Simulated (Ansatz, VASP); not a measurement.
**TaN in VASP and in Ansatz**

```
Ta N
1.0
     0.00000    2.20817    2.20817
     2.20817    0.00000    2.20817
     2.20817    2.20817    0.00000
Ta N
1 1
Direct
  0.50000 0.50000 0.50000
  0.00000 0.00000 0.00000
```

Alike in both runs: functional PBE; k mesh 16 × 16 × 16; occupations gaussian, width 0.1 eV; no spin polarisation.

Ansatz relaxed the structure, and its values are those at the end. VASP's run is a single point on that final structure, the one shown.

```csv
,VASP,Ansatz
version,VASP 6.6.1,Ansatz 0.2.0
potentials or method,"VASP PAW PBE potentials, release 64 (Ta_pv, N), cutoff 520 eV","scalar-relativistic, plane waves, PAW"
valence electrons in the cell,16,18
```

Ansatz gave:

| Item | Value |
| --- | --- |
| gap on the k mesh at the Fermi level (eV) | none |
| pressure (GPa) | 0.0 |

Question: Estimate VASP's values.

Answer: gap on the k mesh at the Fermi level (eV): none; pressure (GPa): 1.0.

A gap of «none» marks a metal or a gap that the smearing closes. VASP's potentials hold 16 valence electrons a cell and Ansatz's 18, so a difference there can come from the potentials and not from the codes.

Spin-orbit coupling is off throughout.
